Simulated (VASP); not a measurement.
# C (Cmcm) in VASP: notebook

The runs below take C through single point, with PBEsol.

Everything below comes from runs of VASP 6.6.1. Logs are shortened: lines on timing, memory, paths and dates and some standing lists are left out, and cuts for length are marked.

## (1) The cell of the first run

It takes space group Cmcm (No. 63, orthorhombic). The conventional cell has a = 2.459 Å, b = 4.259 Å, c = 7.246 Å, α = 90.00°, β = 90.00°, γ = 90.00°. Within 1.9 Å of C (site symmetry m2m) lie 3 C at 1.42 Å. Within 1.9 Å of C (site symmetry m2m) lie 3 C at 1.42 Å.

## (2) Single point, PBEsol

Input file INCAR:

```
SYSTEM = C
PREC     = Accurate       ! precision mode
ENCUT    = 520            ! plane-wave cutoff, eV
EDIFF    = 1E-7           ! SCF threshold, eV
ISMEAR   = 0              ! smearing method
SIGMA    = 0.15           ! smearing width, eV
LREAL    = .False.        ! projectors in reciprocal space
LASPH    = .True.         ! aspherical terms in the spheres
NELM     = 100            ! most SCF steps
ALGO     = Normal         ! electronic algorithm
ISIF     = 2              ! what is computed and relaxed
LWAVE    = .False.        ! write WAVECAR
LCHARG   = .True.         ! write CHGCAR
GGA      = PS             ! functional
LELF     = .True.         ! ELF
LVHAR    = .True.       
NBANDS   = 16             ! bands
```

Input file KPOINTS:

```
regular mesh
0
Gamma
  18 18 6
  0 0 0
```

Input file POSCAR:

```
C
1.0
    2.4587330167      0.0000000000      0.0000000000
   -1.2293665084      2.1293252536      0.0000000000
    0.0000000000      0.0000000000      7.2458067263
C
4
Direct
   -0.0333407926     -0.0666815852      0.0025000000
    0.0333407926      0.0666815852      0.5025000000
    0.2999894372      0.5999788745      0.0025000000
    0.7000105628      0.4000211255      0.5025000000
```

Potentials or basis: VASP PAW PBE potentials, release 64 (C).

Run with:

```
$ cat potpaw_PBE.64/C/POTCAR > POTCAR
$ mpirun -np 1 vasp_std > vasp.out
```

OUTCAR:

```text
SYSTEM = C
   PREC = Accurate
   ENCUT = 520
   EDIFF = 1E-7
   ISMEAR = 0
   LREAL = .False.
   LASPH = .True.
   NELM = 100
   ISIF = 2
   GGA = PS

 ion  position               nearest neighbor table
   1  0.967  0.933  0.002-   3 1.42   3 1.42   3 1.42
   2  0.033  0.067  0.502-   4 1.42   4 1.42   4 1.42
   3  0.300  0.600  0.002-   1 1.42   1 1.42   1 1.42
   4  0.700  0.400  0.502-   2 1.42   2 1.42   2 1.42

  LATTYP: Found a hexagonal cell.
 ALAT       =     2.4587330167
 C/A-ratio  =     2.9469676769

  Lattice vectors:

 A1 = (   2.4587330167,   0.0000000000,   0.0000000000)
 A2 = (  -1.2293665084,   2.1293252536,   0.0000000000)
 A3 = (   0.0000000000,   0.0000000000,   7.2458067263)

Analysis of symmetry for initial positions (statically):
=====================================================================
 Subroutine PRICEL returns:
 Original cell was already a primitive cell.

 Routine SETGRP: Setting up the symmetry group for a
 hexagonal supercell.

 Subroutine GETGRP returns: Found  8 space group operations
 (whereof  2 operations were pure point group operations)
 out of a pool of 24 trial point group operations.

The static configuration has the point symmetry C_1h.
 The point group associated with its full space group is D_2h.

Analysis of symmetry for dynamics (positions and initial velocities):
=====================================================================
 Subroutine PRICEL returns:
 Original cell was already a primitive cell.

 Routine SETGRP: Setting up the symmetry group for a
 hexagonal supercell.

 Subroutine GETGRP returns: Found  8 space group operations
 (whereof  2 operations were pure point group operations)
 out of a pool of 24 trial point group operations.

The dynamic configuration has the point symmetry C_1h.
 The point group associated with its full space group is D_2h.

 Subroutine INISYM returns: Found  8 space group operations
 (whereof  2 operations are pure point group operations),
 and found     1 'primitive' translations

----------------------------------------------------------------------------------------

                                     Primitive cell

  volume of cell :      37.9350

  direct lattice vectors                    reciprocal lattice vectors
     2.458733017  0.000000000  0.000000000     0.406713536  0.234816170  0.000000000
    -1.229366508  2.129325254  0.000000000     0.000000000  0.469632339  0.000000000
     0.000000000  0.000000000  7.245806726     0.000000000  0.000000000  0.138010858

  length of vectors
     2.458733017  2.458733017  7.245806726     0.469632339  0.469632339  0.138010858

  position of ions in fractional coordinates (direct lattice)
     0.966659207  0.933318415  0.002500000
     0.033340793  0.066681585  0.502500000
     0.299989437  0.599978875  0.002500000
     0.700010563  0.400021125  0.502500000

  ion indices of the primitive-cell ions
   primitive index   ion index
                 1           1
                 2           2
                 3           3
                 4           4

----------------------------------------------------------------------------------------

 KPOINTS: regular mesh

Automatic generation of k-mesh.
 Grid dimensions read from file:
 generate k-points for:   18   18    6

 Generating k-lattice:

  Cartesian coordinates                     Fractional coordinates (reciprocal lattice)
     0.022595196  0.013045343  0.000000000     0.055555556  0.000000000  0.000000000
     0.000000000  0.026090686  0.000000000     0.000000000  0.055555556  0.000000000
     0.000000000  0.000000000  0.023001810     0.000000000  0.000000000  0.166666667

  Length of vectors
     0.026090686  0.026090686  0.023001810

  Shift w.r.t. Gamma in fractional coordinates (k-lattice)
     0.000000000  0.000000000  0.000000000

 Subroutine IBZKPT returns following result:
 ===========================================

 Found    364 irreducible k-points:

 Following reciprocal coordinates:
            Coordinates               Weight
  0.000000  0.000000  0.000000      1.000000
  0.055556  0.000000  0.000000      4.000000
  0.000000  0.055556  0.000000      2.000000
  0.111111  0.000000  0.000000      4.000000
  0.000000  0.111111  0.000000      2.000000
  0.166667  0.000000  0.000000      4.000000
[... 16 lines left out ...]
 -0.055556  0.166667  0.000000      4.000000
 -0.166667  0.111111  0.000000      4.000000
 [... further k-points ...]
   k-points           NKPTS =    364   k-points in BZ     NKDIM =    364   number of bands    NBANDS=     16
   number of dos      NEDOS =    301   number of ions     NIONS =      4
   total plane-waves  NPLWV =  17496
   dimension x,y,z NGX =    18 NGY =   18 NGZ =   54
   dimension x,y,z NGXF=    36 NGYF=   36 NGZF=  108
   ions per type =               4
   NGX,Y,Z   is equivalent  to a cutoff of  12.17, 12.17, 12.39 a.u.
   NGXF,Y,Z  is equivalent  to a cutoff of  24.34, 24.34, 24.78 a.u.
 SYSTEM =  C
   PREC   = accura    normal or accurate (medium, high low for compatibility)
   ISTART =      0    job   : 0-new  1-cont  2-samecut
   ICHARG =      2    charge: 1-file 2-atom 10-const
   ISPIN  =      1    spin polarized calculation?
   LNONCOLLINEAR =      F non collinear calculations
   LSORBIT =      F    spin-orbit coupling
   LASPH  =      T    aspherical Exc in radial PAW
   ENCUT  =  520.0 eV  38.22 Ry    6.18 a.u.   4.57  4.57 13.47*2*pi/ulx,y,z
   NELM   =    100;   NELMIN=  2; NELMDL= -5     # of ELM steps
   EDIFF  = 0.1E-06   stopping-criterion for ELM
   LREAL  =      F    real-space projection
   EDIFFG = 0.1E-05   stopping-criterion for IOM
   NSW    =      0    number of steps for IOM
   IBRION =     -1    ionic relax: 0-MD 1-quasi-New 2-CG
   NFREE  =      0    steps in history (QN), initial steepest desc. (CG)
   ISIF   =      2    stress and relaxation
   ISYM   =      2    0-nonsym 1-usesym 2-fastsym
   POTIM  = 0.5000    time-step for ionic-motion
   TEBEG  =    0.0;   TEEND  =   0.0 temperature during run
   PSTRESS=    0.0 pullay stress
   NELECT =      16.0000    total number of electrons
   NUPDOWN=      -1.0000    fix difference up-down
   EMIN   =  10.00;   EMAX   =-10.00  energy-range for DOS
   EFERMI =   0.00;   METHOD = LEGACY
   ISMEAR =     0;   SIGMA  =   0.15  broadening in eV -4-tet -1-fermi 0-gaus
   EFERMI_NEDOS =   21; number of points for ismear=-14 and -15
   IALGO  =     38    algorithm
   IMIX   =      4    mixing-type and parameters
     AMIX     =   0.40;   BMIX     =  1.00
     AMIX_MAG =   1.60;   BMIX_MAG =  1.00
  volume/ion in A,a.u.               =       9.48        64.00
  Fermi-wavevector in a.u.,A,eV,Ry     =   1.227726  2.320066 20.508213  1.507311
  Thomas-Fermi vector in A             =   2.362678
   LORBIT       =      0    0 simple, 1 ext, 2 COOP (PROOUT), +10 PAW based schemes
   GGA     = PS    functional components
   LHFCALC =     F    Hartree Fock is set to
   AEXX    =    0.0000 exact exchange contribution
   IVDW    =     0    specifies the selected vdW correction
   LEPSILON=     F    determine dielectric tensor
   LRPA    =     F    only Hartree local field effects (RPA)
 non-spin polarized calculation
 Gauss-broadening in eV      SIGMA  =   0.15
  energy-cutoff  :      520.00
  volume of cell :       37.94
 maximum number of plane-waves:      1046
   NGX =  9   NGY =  9   NGZ = 27

 number of electron      16.0000000 magnetization

 Free energy of the ion-electron system (eV)
  ---------------------------------------------------
  ext. energy  EPLUGINS =         0.00000000
  ---------------------------------------------------
  free energy    TOTEN  =       -38.57854998 eV

  energy without entropy =      -38.57752079  energy(sigma->0) =      -38.57803539

 E-fermi :   3.9984     XC(G=0): -10.0178

 val. band max:        3.9956958968   @ k =   0.3333   0.3333   0.5000
 cond. band min:       4.0039236466   @ k =   0.3333   0.3333   0.5000
 fundamental gap:      0.0082277498
 Fermi energy:         3.9984257325

 k-point     1 :       0.0000    0.0000    0.0000
  band No.  band energies     occupation
      1     -15.6210      2.00000
      2     -15.4555      2.00000
      3      -4.3367      2.00000
      4      -2.9994      2.00000
      5       1.0084      2.00000
      6       1.0132      2.00000
[... 8 lines left out ...]
     15      15.5259      0.00000
     16      15.6155      0.00000

 k-point     2 :       0.0556    0.0000    0.0000
  band No.  band energies     occupation
      1     -15.5472      2.00000
      2     -15.3825      2.00000
      3      -4.2469      2.00000
      4      -2.9138      2.00000
      5       0.7107      2.00000
      6       0.7203      2.00000
[... 8 lines left out ...]
     15      15.2644      0.00000
     16      15.3612      0.00000

 k-point     3 :       0.0000    0.0556    0.0000
  band No.  band energies     occupation
      1     -15.5473      2.00000
      2     -15.3825      2.00000
      3      -4.2468      2.00000
      4      -2.9138      2.00000
      5       0.7084      2.00000
      6       0.7224      2.00000
[... 8 lines left out ...]
     15      15.2534      0.00000
     16      15.3725      0.00000

 k-point     4 :       0.1111    0.0000    0.0000
  band No.  band energies     occupation
      1     -15.3263      2.00000
      2     -15.1640      2.00000
      3      -3.9783      2.00000
      4      -2.6578      2.00000
      5      -0.1144      2.00000
      6      -0.0952      2.00000
[... 8 lines left out ...]
     15      14.5131      0.00000
     16      14.6454      0.00000

 k-point     5 :       0.0000    0.1111    0.0000
  band No.  band energies     occupation
      1     -15.3263      2.00000
      2     -15.1639      2.00000
      3      -3.9781      2.00000
      4      -2.6581      2.00000
      5      -0.1157      2.00000
      6      -0.0941      2.00000
[... 8 lines left out ...]
     15      14.4850      0.00000
     16      14.6732      0.00000

 k-point     6 :       0.1667    0.0000    0.0000
  band No.  band energies     occupation
      1     -14.9591      2.00000
      2     -14.8008      2.00000
      3      -3.5337      2.00000
      4      -2.2353      2.00000
      5      -1.2992      2.00000
      6      -1.2685      2.00000
[... 8 lines left out ...]
     15      14.9128      0.00000
     16      14.9396      0.00000
[... 267 lines left out ...]
 k-point    21 :      -0.1111    0.0556    0.0000
  band No.  band energies     occupation
      1     -15.3998      2.00000
      2     -15.2368      2.00000
      3      -4.0677      2.00000
      4      -2.7429      2.00000
      5       0.1825      2.00000
      6       0.1850      2.00000
[... 8 lines left out ...]
     15      14.7769      0.00000
     16      14.8574      0.00000

 k-point    22 :       0.1111    0.0556    0.0000
  band No.  band energies     occupation
      1     -15.1058      2.00000
      2     -14.9459      2.00000
      3      -3.7108      2.00000
      4      -2.4038      2.00000
      5      -0.7737      2.00000
      6      -0.7504      2.00000
[... 8 lines left out ...]
     15      14.1371      0.00000
     16      14.1516      0.00000

 k-point    23 :      -0.0556    0.1667    0.0000
  band No.  band energies     occupation
      1     -15.1058      2.00000
      2     -14.9458      2.00000
      3      -3.7106      2.00000
      4      -2.4040      2.00000
      5      -0.7740      2.00000
      6      -0.7502      2.00000
[... 8 lines left out ...]
     15      14.1377      0.00000
     16      14.1505      0.00000

 k-point    24 :      -0.1667    0.1111    0.0000
  band No.  band energies     occupation
      1     -15.1058      2.00000
      2     -14.9459      2.00000
      3      -3.7111      2.00000
      4      -2.4035      2.00000
      5      -0.7702      2.00000
      6      -0.7539      2.00000
[... 8 lines left out ...]
     15      14.1176      0.00000
     16      14.1712      0.00000

 [... further k-points ...]

------------------------ aborting loop because EDIFF is reached ----------------------------------------

  FORCE on cell =-STRESS in cart. coord.  units (eV):
  Direction    XX          YY          ZZ          XY          YZ          ZX
  --------------------------------------------------------------------------------------
  -------------------------------------------------------------------------------------
  Total        0.2341436      0.2562696      0.0041284     -0.0000000     -0.0000000      0.0000000
  in kB        9.8890079     10.8234950      0.1743608     -0.0000000     -0.0000000      0.0000000
  external PRESSURE =       6.9622879 kB  Pullay stress =       0.0000000 kB

 VOLUME and BASIS-vectors are now :
 -----------------------------------------------------------------------------
  energy-cutoff  :      520.00
  volume of cell :       37.94
      direct lattice vectors                 reciprocal lattice vectors
     2.458733017  0.000000000  0.000000000     0.406713536  0.234816170  0.000000000
    -1.229366508  2.129325254  0.000000000     0.000000000  0.469632339  0.000000000
     0.000000000  0.000000000  7.245806726     0.000000000  0.000000000  0.138010858

 POSITION                                       TOTAL-FORCE (eV/Angst)
 -----------------------------------------------------------------------------------
      1.22937      1.98734      0.01811        -0.000000      0.004391      0.000000
     -0.00000      0.14199      3.64102         0.000000     -0.004391      0.000000
     -0.00000      1.27755      0.01811        -0.000000      0.004683      0.000000
      1.22937      0.85178      3.64102         0.000000     -0.004683      0.000000
 -----------------------------------------------------------------------------------
    total drift:                               -0.000000     -0.000000     -0.000010

  FREE ENERGIE OF THE ION-ELECTRON SYSTEM (eV)
  ---------------------------------------------------
  free  energy   TOTEN  =       -38.5785499840 eV

  energy  without entropy=      -38.5775207896  energy(sigma->0) =      -38.57803539
```

Wall time 4 min (1 thread of Intel Xeon 8259CL, shared host); peak memory 0.27 GiB.

Results:

| Property | Result |
| --- | --- |
| Free energy | -38.5785 eV |
| Pressure | 0.7 GPa |
| Largest force | 0.005 eV/Å |

Forces in eV/Å, atoms in the order of the input:
```
C    0.000  0.004  0.000
C    0.000 -0.004  0.000
C    0.000  0.005  0.000
C    0.000 -0.005  0.000
```

Levels at points of the mesh, in eV from the Fermi level:
| k point | band 5 | band 6 | band 7 | band 8 | band 9 | band 10 | band 11 | band 12 |
| --- | --- | --- | --- | --- | --- | --- | --- | --- |
| (0.00, 0.00, 0.00) | -2.99 | -2.99 | -2.98 | -2.98 | 3.52 | 8.34 | 8.36 | 8.36 |
| (0.50, 0.00, 0.00) | -6.42 | -6.40 | -2.70 | -2.09 | 1.35 | 2.08 | 7.35 | 7.54 |
| (0.00, 0.50, 0.00) | -6.42 | -6.40 | -2.47 | -2.37 | 1.72 | 1.78 | 7.33 | 7.56 |
| (0.00, 0.00, 0.50) | -2.98 | -2.98 | -2.98 | -2.98 | 5.62 | 5.62 | 8.36 | 8.36 |
| (0.50, 0.00, 0.50) | -6.41 | -6.41 | -2.38 | -2.38 | 1.63 | 1.63 | 7.44 | 7.44 |
| (0.00, 0.50, 0.50) | -6.41 | -6.41 | -2.38 | -2.38 | 1.63 | 1.63 | 7.44 | 7.44 |

Caveat: this functional lacks dispersion, which binds the layers, so the pressure and a relaxed spacing across them are unreliable; the PAW data sets were made with another functional, which shifts forces and pressure a little.

## (3) Single point, PBEsol

Input file INCAR:

```
SYSTEM = C
ALGO = Normal
EDIFF = 1E-7
ENCUT = 520
GGA = PS
ISIF = 2
ISMEAR = 0
LASPH = .TRUE.
LCHARG = .FALSE.
LREAL = .FALSE.
LWAVE = .FALSE.
NBANDS = 16
NELM = 100
PREC = Accurate
SIGMA = 0.15
```

Input file KPOINTS:

```
k-points
0
G
  18 18 6
  0 0 0
```

Input file POSCAR:

```
C
1.0
    2.4587330167      0.0000000000      0.0000000000
   -1.2293665084      2.1293252536      0.0000000000
    0.0000000000      0.0000000000      7.2458067263
C
4
Direct
    0.1000223778      0.2000447555      0.0025000000
   -0.1000223778     -0.2000447555      0.5025000000
    0.4333650216      0.8667300432      0.0025000000
    0.5666349784      0.1332699568      0.5025000000
```

Potentials or basis: VASP PAW PBE potentials, release 64 (C).

Run with:

```
$ cat potpaw_PBE.64/C/POTCAR > POTCAR
$ mpirun -np 1 vasp_std > vasp.out
```

Run time: 3.8 min. Hardware: 1 thread of Intel Xeon 8259CL, shared host; peak memory 0.26 GiB.

The run converged. Its results:

```
Free energy : -38.5778 eV
Pressure    : 0.7 GPa
```

Stress tensor (GPa, compression positive):
```
1.12 0.00 0.00
0.00 0.93 0.00
0.00 0.00 0.07
```

Levels at points of the mesh, in eV from the Fermi level:
```
           k point  band 5  band 6  band 7  band 8  band 9  band 10  band 11  band 12
(0.00, 0.00, 0.00)   -2.99   -2.99   -2.98   -2.98    3.52     8.34     8.35     8.37
(0.50, 0.00, 0.00)   -6.41   -6.40   -2.47   -2.37    1.70     1.80     7.41     7.48
(0.00, 0.50, 0.00)   -6.42   -6.39   -2.81   -1.91    1.14     2.22     7.33     7.56
(0.00, 0.00, 0.50)   -2.98   -2.98   -2.98   -2.98    5.62     5.62     8.36     8.36
(0.50, 0.00, 0.50)   -6.41   -6.41   -2.38   -2.38    1.63     1.63     7.44     7.44
(0.00, 0.50, 0.50)   -6.41   -6.41   -2.38   -2.38    1.63     1.63     7.44     7.44
```

Caveat: this functional lacks dispersion, which binds the layers, so the pressure and a relaxed spacing across them are unreliable; the PAW data sets were made with another functional, which shifts forces and pressure a little.

[end of part 1 of 2]
